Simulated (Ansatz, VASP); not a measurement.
**Two plane-wave programs on IrRh5**

```
Ir Rh
1.0
     2.72626    0.00000    0.00000
     0.00000    2.72626    0.00000
     0.00000    0.00000   11.40114
Ir Rh
1 5
Direct
  0.00000 0.00000 0.00000
  0.00000 0.00000 0.66539
  0.50000 0.50000 0.83395
  0.50000 0.50000 0.16605
  0.00000 0.00000 0.33461
  0.50000 0.50000 0.50000
```

Alike in both runs: task single point; functional PBE; k mesh 6 × 6 × 2; occupations gaussian, width 0.1 eV; collinear spin.

|  | VASP | Ansatz |
| --- | --- | --- |
| version | VASP 6.6.1 | Ansatz 0.2.0 |
| potentials or method | VASP PAW PBE potentials, release 64 (Ir, Rh_pv), cutoff 520 eV | scalar-relativistic, plane waves, PAW |
| valence electrons in the cell | 84 | 102 |

|  | VASP | Ansatz | Ansatz less VASP |
| --- | --- | --- | --- |
| gap on the k mesh at the Fermi level (eV) | none | none | - |
| pressure (GPa) | 0.1 | 0.0 | -0.12 |
| traceless stress, the component that is largest in VASP (GPa) | -0.08 | -0.07 | +0.016 |
| rms of the force components (eV/Å) | 0.004 | 0.007 | +0.0027 |
| net moment per atom (μB) | 0.00 | 0.00 | 0.000 |

Atom by atom the forces differ by 0.009 eV/Å (rms over components). A gap of «none» marks a metal or a gap that the smearing closes. VASP's potentials hold 84 valence electrons a cell and Ansatz's 102, so a difference there can come from the potentials and not from the codes. Ansatz's warnings: seeded moment not kept.

The k mesh is coarse, so the values compare programs but aren't converged. Spin-orbit coupling is off throughout.
